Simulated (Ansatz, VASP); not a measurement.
**One calculation of V, two programs**

```
V
1.0
     3.55515    0.00000    0.00000
    -1.77758    3.07885    0.00000
     0.00000    0.00000    1.94871
V
3
Direct
  0.00000 0.00000 0.00000
  0.33333 0.66667 0.50000
  0.66667 0.33333 0.50000
```

Change from the starting cell: volume scaled by 0.52, LAPW.

Alike in both runs: task single point; functional PBE; k mesh 8 × 8 × 12; occupations fermi-dirac, width 0.08 eV; no spin polarisation.

```csv
,VASP,Ansatz
version,VASP 6.6.1,Ansatz 0.2.0
potentials or method,"VASP PAW PBE potentials, release 64 (V_sv), cutoff 520 eV","all-electron LAPW, scalar-relativistic"
```

```tsv
	VASP	Ansatz	Ansatz less VASP
pressure (GPa)	393.4	376.8	-16.56
traceless stress, the component that is largest in VASP (GPa)	12.64	0.53	-12.113
```

Both programs put the cell under a high pressure, so it lies far from rest at this level. Ansatz ran all-electron here, and VASP with PAW potentials.

Noted on VASP's run: the cell as given lies far from equilibrium.
